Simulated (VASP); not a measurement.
# SnO2 (I4_1/amd) in VASP: notebook, part 2 of 2

VASP 6.6.1.

## 5. Single point, LDA (strain +0.000 along x and y, +0.040 along z)

Input file INCAR:

```
SYSTEM = SnO2
  PREC = Accurate
  ENCUT = 520
  EDIFF = 1E-6
  ISMEAR = 0
  SIGMA = 0.05
  LREAL = .FALSE.
  LASPH = .TRUE.
  NELM = 100
  ALGO = Normal
  ISIF = 2
  LWAVE = .FALSE.
  LCHARG = .FALSE.
  NBANDS = 35
```

Input file KPOINTS:

```
regular mesh
0
G
  10 10 10
  0 0 0
```

Input file POSCAR:

```
SnO2
1.0
   -1.9861130365      1.9861130365      5.2937745019
    1.9861130365     -1.9861130365      5.2937745019
    1.9861130365      1.9861130365     -5.2937745019
Sn O
2 4
Direct
    0.7500000000      0.2500000000      0.5000000000
    0.0000000000      0.0000000000      0.0000000000
    0.7969975834      0.7969975834      0.0000000000
    0.9530024166      0.4530024166      0.5000000000
    0.2030024166      0.2030024166      0.0000000000
    0.5469975834      0.0469975834      0.5000000000
```

Potentials or basis: VASP PAW LDA potentials, release 64 (Sn_d, O).

Command:

```
> cat potpaw_LDA.64/Sn_d/POTCAR potpaw_LDA.64/O/POTCAR > POTCAR
> mpirun -np 1 vasp_std > vasp.out
```

OUTCAR:

```text
SYSTEM = SnO2
   PREC = Accurate
   ENCUT = 520
   EDIFF = 1E-6
   ISMEAR = 0
   LREAL = .FALSE.
   LASPH = .TRUE.
   NELM = 100
   ISIF = 2

 ion  position               nearest neighbor table
   1  0.750  0.250  0.500-   3 2.05   5 2.05   3 2.05   5 2.05   4 2.15   6 2.15   2 3.31   2 3.31
                             2 3.31   2 3.31
   2  0.000  0.000  0.000-   6 2.05   4 2.05   6 2.05   4 2.05   3 2.15   5 2.15   1 3.31   1 3.31
                             1 3.31   1 3.31
   3  0.797  0.797  0.000-   1 2.05   1 2.05   2 2.15
   4  0.953  0.453  0.500-   2 2.05   2 2.05   1 2.15
   5  0.203  0.203  0.000-   1 2.05   1 2.05   2 2.15
   6  0.547  0.047  0.500-   2 2.05   2 2.05   1 2.15

  LATTYP: Found a body centered tetragonal cell.
 ALAT       =     3.9722260730
 C/A-ratio  =     2.6653943681

  Lattice vectors:

 A1 = (  -1.9861130365,   1.9861130365,   5.2937745019)
 A2 = (   1.9861130365,  -1.9861130365,   5.2937745019)
 A3 = (   1.9861130365,   1.9861130365,  -5.2937745019)

Analysis of symmetry for initial positions (statically):
=====================================================================
 Subroutine PRICEL returns:
 Original cell was already a primitive cell.

 Routine SETGRP: Setting up the symmetry group for a
[... 178 lines left out ...]

 E-fermi :   3.8453     XC(G=0): -10.7829

 val. band max:        3.6052471620   @ k =  -0.4000   0.4000   0.0000
 cond. band min:       4.8041715752   @ k =   0.0000   0.0000   0.0000
 fundamental gap:      1.1989244132
 Fermi energy:         3.8452675793

 k-point     1 :       0.0000    0.0000    0.0000
  band No.  band energies     occupation
      1     -16.7531      2.00000
      2     -16.6533      2.00000
      3     -16.6396      2.00000
      4     -16.0380      2.00000
      5     -15.9866      2.00000
      6     -15.9866      2.00000
[... 901 lines left out ...]
     34      14.3542      0.00000
     35      15.8802      0.00000

 [... further k-points ...]
[... 5 lines left out ...]
  --------------------------------------------------------------------------------------
  -------------------------------------------------------------------------------------
  Total       -1.9919349     -1.9919349     -5.9556855      0.0000000     -0.0000000      0.0000000
  in kB      -38.2078303    -38.2078303   -114.2375777      0.0000000     -0.0000000      0.0000000
  external PRESSURE =     -63.5510794 kB  Pullay stress =       0.0000000 kB

 VOLUME and BASIS-vectors are now :
 -----------------------------------------------------------------------------
  energy-cutoff  :      520.00
  volume of cell :       83.53
      direct lattice vectors                 reciprocal lattice vectors
    -1.986113036  1.986113036  5.293774502     0.000000000  0.251748008  0.094450566
     1.986113036 -1.986113036  5.293774502     0.251748008  0.000000000  0.094450566
     1.986113036  1.986113036 -5.293774502     0.251748008  0.251748008  0.000000000

 POSITION                                       TOTAL-FORCE (eV/Angst)
 -----------------------------------------------------------------------------------
      0.00000      1.98611      2.64689        -0.000000     -0.000000      0.000000
      0.00000      0.00000      0.00000        -0.000000     -0.000000      0.000000
      0.00000      0.00000      8.43825         0.000000      0.000000      0.550757
      0.00000      1.98611      4.79619        -0.000000     -0.000000     -0.550757
      0.00000      0.00000      2.14930        -0.000000     -0.000000     -0.550757
      0.00000      1.98611      0.49759         0.000000      0.000000      0.550757
 -----------------------------------------------------------------------------------
    total drift:                               -0.000000     -0.000000      0.000000

  FREE ENERGIE OF THE ION-ELECTRON SYSTEM (eV)
  ---------------------------------------------------
  free  energy   TOTEN  =       -41.6262910976 eV

  energy  without entropy=      -41.6262910976  energy(sigma->0) =      -41.62629110
```

It took 6.7 min on 1 thread of AMD EPYC 9R45 (Zen 5), shared host; peak memory 0.38 GiB.

Results:

| Item | Value |
| --- | --- |
| Free energy | -41.6263 eV |
| Pressure | -6.4 GPa |
| Largest force | 0.551 eV/Å |
| Band gap on the k mesh | 1.20 eV (least direct gap 1.57 eV) |

Forces on the atoms (eV/Å):
```
Sn   0.000  0.000  0.000
Sn   0.000  0.000  0.000
O    0.000  0.000  0.551
O    0.000  0.000 -0.551
O    0.000  0.000 -0.551
O    0.000  0.000  0.551
```

Caveat: the cell differs from its parent crystal (strain +0.000 along x and y, +0.040 along z); the cell stands under tension; spin-orbit coupling is left out, which moves the levels of the heavy elements.

## 6. Single point, LDA (strain +0.040 along x and y, -0.040 along z)

Input file INCAR:

```
SYSTEM = SnO2
PREC = Accurate
ENCUT = 520
EDIFF = 1E-6
ISMEAR = 0
SIGMA = 0.05
LREAL = .False.
LASPH = .True.
NELM = 80
ALGO = Normal
ISIF = 2
LWAVE = .False.
LCHARG = .True.
LELF = .True.
LVHAR = .True.
NBANDS = 35
```

Input file KPOINTS:

```
Automatic mesh
0
Gamma
  10 10 10
  0 0 0
```

POSCAR, as its differences from that of step 5:

```diff
@@ -2,5 +2,5 @@
 1.0
-   -1.9861130365      1.9861130365      5.2937745019
-    1.9861130365     -1.9861130365      5.2937745019
-    1.9861130365      1.9861130365     -5.2937745019
+   -2.0655575580      2.0655575580      4.8865610787
+    2.0655575580     -2.0655575580      4.8865610787
+    2.0655575580      2.0655575580     -4.8865610787
 Sn O
```

Potentials or basis: VASP PAW LDA potentials, release 64 (Sn_d, O).

Command:

```
> cat potpaw_LDA.64/Sn_d/POTCAR potpaw_LDA.64/O/POTCAR > POTCAR
> mpirun -np 1 vasp_std > vasp.out
```

OUTCAR:

```text
SYSTEM = SnO2
   PREC = Accurate
   ENCUT = 520
   EDIFF = 1E-6
   ISMEAR = 0
   LREAL = .False.
   LASPH = .True.
   NELM = 80
   ISIF = 2

 ion  position               nearest neighbor table
   1  0.750  0.250  0.500-   4 1.98   6 1.98   5 2.12   3 2.12   3 2.12   5 2.12   2 3.20   2 3.20
                             2 3.20   2 3.20
   2  0.000  0.000  0.000-   3 1.98   5 1.98   4 2.12   6 2.12   6 2.12   4 2.12   1 3.20   1 3.20
                             1 3.20   1 3.20
   3  0.797  0.797  0.000-   2 1.98   1 2.12   1 2.12
   4  0.953  0.453  0.500-   1 1.98   2 2.12   2 2.12
   5  0.203  0.203  0.000-   2 1.98   1 2.12   1 2.12
   6  0.547  0.047  0.500-   1 1.98   2 2.12   2 2.12

  LATTYP: Found a body centered tetragonal cell.
 ALAT       =     4.1311151160
 C/A-ratio  =     2.3657346462

  Lattice vectors:

 A1 = (  -2.0655575580,   2.0655575580,   4.8865610787)
 A2 = (   2.0655575580,  -2.0655575580,   4.8865610787)
 A3 = (   2.0655575580,   2.0655575580,  -4.8865610787)

Analysis of symmetry for initial positions (statically):
=====================================================================
 Subroutine PRICEL returns:
 Original cell was already a primitive cell.

 Routine SETGRP: Setting up the symmetry group for a
 body centered tetragonal supercell.

 Subroutine GETGRP returns: Found 16 space group operations
 (whereof  8 operations were pure point group operations)
 out of a pool of 16 trial point group operations.

The static configuration has the point symmetry D_2d.
 The point group associated with its full space group is D_4h.

Analysis of symmetry for dynamics (positions and initial velocities):
=====================================================================
 Subroutine PRICEL returns:
 Original cell was already a primitive cell.

 Routine SETGRP: Setting up the symmetry group for a
[... 135 lines left out ...]
     AMIX_MAG =   1.60;   BMIX_MAG =  1.00
  volume/ion in A,a.u.               =      13.90        93.80
  Fermi-wavevector in a.u.,A,eV,Ry     =   1.398610  2.642990 26.614492  1.956110
  Thomas-Fermi vector in A             =   2.521751
   LORBIT       =      0    0 simple, 1 ext, 2 COOP (PROOUT), +10 PAW based schemes
   GGA     = CA    functional components
   LHFCALC =     F    Hartree Fock is set to
   AEXX    =    0.0000 exact exchange contribution
   IVDW    =     0    specifies the selected vdW correction
   LEPSILON=     F    determine dielectric tensor
   LRPA    =     F    only Hartree local field effects (RPA)
 non-spin polarized calculation
 Gauss-broadening in eV      SIGMA  =   0.05
  energy-cutoff  :      520.00
  volume of cell :       83.39
 maximum number of plane-waves:      2278
   NGX = 21   NGY = 21   NGZ = 21

 number of electron      51.9999997 magnetization

 Free energy of the ion-electron system (eV)
  ---------------------------------------------------
  ext. energy  EPLUGINS =         0.00000000
  ---------------------------------------------------
  free energy    TOTEN  =       -41.48049986 eV

  energy without entropy =      -41.48049986  energy(sigma->0) =      -41.48049986

 E-fermi :   3.8009     XC(G=0): -10.7579

 val. band max:        3.5013046449   @ k =   0.3000   0.3000   0.2000
 cond. band min:       5.2451423966   @ k =   0.0000   0.0000   0.0000
 fundamental gap:      1.7438377517
 Fermi energy:         3.8009102467

 k-point     1 :       0.0000    0.0000    0.0000
  band No.  band energies     occupation
      1     -16.9353      2.00000
      2     -16.5977      2.00000
      3     -16.4600      2.00000
      4     -16.3336      2.00000
      5     -15.9721      2.00000
      6     -15.9721      2.00000
[... 901 lines left out ...]
     34      14.8164      0.00000
     35      15.7353      0.00000

 [... further k-points ...]

------------------------ aborting loop because EDIFF is reached ----------------------------------------

  FORCE on cell =-STRESS in cart. coord.  units (eV):
  Direction    XX          YY          ZZ          XY          YZ          ZX
  --------------------------------------------------------------------------------------
  -------------------------------------------------------------------------------------
  Total       -3.9802408     -3.9802408      5.0389920      0.0000000      0.0000000      0.0000000
  in kB      -76.4684006    -76.4684006     96.8091321      0.0000000      0.0000000      0.0000000
  external PRESSURE =     -18.7092231 kB  Pullay stress =       0.0000000 kB

 VOLUME and BASIS-vectors are now :
 -----------------------------------------------------------------------------
  energy-cutoff  :      520.00
  volume of cell :       83.39
      direct lattice vectors                 reciprocal lattice vectors
    -2.065557558  2.065557558  4.886561079     0.000000000  0.242065392  0.102321447
     2.065557558 -2.065557558  4.886561079     0.242065392  0.000000000  0.102321447
     2.065557558  2.065557558 -4.886561079     0.242065392  0.242065392  0.000000000

 POSITION                                       TOTAL-FORCE (eV/Angst)
 -----------------------------------------------------------------------------------
      0.00000      2.06556      2.44328        -0.000000     -0.000000     -0.000000
      0.00000      0.00000      0.00000        -0.000000     -0.000000     -0.000000
      0.00000      0.00000      7.78915         0.000000      0.000000     -0.859313
      0.00000      2.06556      4.42725         0.000000      0.000000      0.859313
      0.00000      0.00000      1.98397        -0.000000     -0.000000      0.859313
      0.00000      2.06556      0.45931         0.000000      0.000000     -0.859313
 -----------------------------------------------------------------------------------
    total drift:                               -0.000000     -0.000000      0.000000

  FREE ENERGIE OF THE ION-ELECTRON SYSTEM (eV)
  ---------------------------------------------------
  free  energy   TOTEN  =       -41.4804998648 eV

  energy  without entropy=      -41.4804998648  energy(sigma->0) =      -41.48049986
```

OSZICAR:

```text
N       E                     dE             d eps       ncg     rms          rms(c)
DAV:   1     0.637264705600E+03    0.63726E+03   -0.25523E+04  7872   0.222E+03
DAV:   2     0.573085937864E+02   -0.57996E+03   -0.54677E+03  7770   0.605E+02
DAV:   3    -0.422897615523E+02   -0.99598E+02   -0.97851E+02  7820   0.210E+02
DAV:   4    -0.476188848656E+02   -0.53291E+01   -0.52902E+01  8987   0.535E+01
DAV:   5    -0.477648880618E+02   -0.14600E+00   -0.14583E+00  8762   0.927E+00    0.158E+01
DAV:   6    -0.415353717348E+02    0.62295E+01   -0.18178E+01 11401   0.670E+01    0.632E+00
DAV:   7    -0.415761474389E+02   -0.40776E-01   -0.22064E+00  7736   0.836E+00    0.325E+00
DAV:   8    -0.414976061499E+02    0.78541E-01   -0.27984E-01 11000   0.468E+00    0.774E-01
DAV:   9    -0.414802385013E+02    0.17368E-01   -0.49217E-02 11455   0.343E+00    0.142E-01
DAV:  10    -0.414805032189E+02   -0.26472E-03   -0.48777E-03 10284   0.683E-01    0.651E-02
DAV:  11    -0.414804972023E+02    0.60167E-05   -0.37433E-04 11609   0.250E-01    0.234E-02
DAV:  12    -0.414805039403E+02   -0.67380E-05   -0.43278E-05  8117   0.403E-02    0.189E-02
DAV:  13    -0.414804997374E+02    0.42029E-05   -0.17865E-05  9334   0.569E-02    0.205E-03
DAV:  14    -0.414804998648E+02   -0.12747E-06   -0.17911E-06  5704   0.113E-02
   1 F= -.41480500E+02 E0= -.41480500E+02  d E =-.581444E-19
```

It took 4.7 min on 1 thread of AMD EPYC 9R45 (Zen 5), shared host; peak memory 0.34 GiB.

Results:

* Free energy: -41.4805 eV
* Pressure: -1.9 GPa
* Largest force: 0.859 eV/Å
* Band gap on the k mesh: 1.74 eV (least direct gap 2.15 eV)

Forces in eV/Å, atoms in the order of the input:
```
Sn   0.000  0.000  0.000
Sn   0.000  0.000  0.000
O    0.000  0.000 -0.859
O    0.000  0.000  0.859
O    0.000  0.000  0.859
O    0.000  0.000 -0.859
```

Levels at points of the mesh, in eV from the valence-band top:
| k point | band 24 | band 25 | band 26 | band 27 | band 28 | band 29 |
| --- | --- | --- | --- | --- | --- | --- |
| (0.00, 0.00, 0.00) | -0.63 | -0.41 | -0.41 | 1.74 | 5.70 | 9.24 |
| (0.50, 0.00, 0.00) | -0.76 | -0.57 | -0.39 | 4.79 | 6.20 | 7.78 |
| (0.50, 0.50, 0.00) | -0.63 | -0.10 | -0.10 | 6.96 | 6.96 | 7.34 |
| (0.50, 0.50, 0.50) | -1.02 | -0.30 | -0.30 | 4.41 | 4.41 | 7.68 |

Caveat: the cell differs from its parent crystal (strain +0.040 along x and y, -0.040 along z); spin-orbit coupling is left out, which moves the levels of the heavy elements. A k mesh can miss the band edges.

## 7. Summary

| cell | gap on the mesh (eV) | pressure (GPa) | largest force (eV/Å) |
| --- | --- | --- | --- |
| a = 6.173 Å, angles 142.5, 142.5, 54.1°, 6 atoms | 0.70 | -11.4 | 0.87 |
| a = 5.869 Å, angles 138.8, 138.8, 59.7°, 6 atoms | 1.15 | -10.3 | 0.06 |
| a = 5.519 Å, angles 136.0, 136.0, 63.9°, 6 atoms | 2.38 | 10.3 | 2.33 |
| a = 5.993 Å, angles 141.3, 141.3, 55.9°, 6 atoms | 1.20 | -6.4 | 0.55 |
| a = 5.693 Å, angles 137.5, 137.5, 61.7°, 6 atoms | 1.74 | -1.9 | 0.86 |

Alike in all rows: task single point; level LDA; potentials or basis VASP PAW LDA potentials, release 64 (Sn_d, O); no spin polarisation; k mesh 10 × 10 × 10; cutoff (eV) 520; smearing gaussian 0.05 eV.

Caveats: spin-orbit coupling is left out, which moves the levels of the heavy elements; the cell stands under tension (at least some runs); the cell stands under pressure (at least some runs); forces of over 1 eV/Å act on the atoms, so gaps and moduli don't describe the material at rest (at least some runs).

Absolute energies hang on the potentials; compare differences alone.
